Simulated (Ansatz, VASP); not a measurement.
## One calculation of VCrC2, two programs

```
CELL_PARAMETERS angstrom
1.46063 0.84330 4.73939
-1.46063 0.84330 4.73939
0.00000 -1.68659 4.73939
ATOMIC_POSITIONS crystal
Cr 0.50000 0.50000 0.50000
V 0.00000 0.00000 0.00000
C 0.24876 0.24876 0.24876
C 0.75124 0.75124 0.75124
```

Alike in both runs: task single point; functional PBE; k mesh 9 × 9 × 9; occupations fermi-dirac, width 0.05 eV; collinear spin; fixed moment 0 μB.

```csv
,VASP,Ansatz
version,VASP 6.6.1,Ansatz 0.2.0
potentials or method,"VASP PAW PBE potentials, release 64 (Cr_pv, V_sv, C)",Ansatz PAW
plane-wave cutoff (eV),520,420
valence electrons in the cell,33,35
```

Ansatz gave:

```
pressure (GPa)                                                : -2.7
traceless stress, the component that is largest in VASP (GPa) : 0.25
rms of the force components (eV/Å)                            : 0.006
net moment per atom (μB)                                      : 0.00
```

What did VASP give for the same quantities?

Pressure (GPa): -2.5; traceless stress, the component that is largest in VASP (GPa): 0.20; rms of the force components (eV/Å): 0.003; net moment per atom (μB): 0.00.

Atom by atom the forces differ by 0.003 eV/Å (rms over components). VASP's potentials hold 33 valence electrons a cell and Ansatz's 35, so a difference there can come from the potentials and not from the codes.
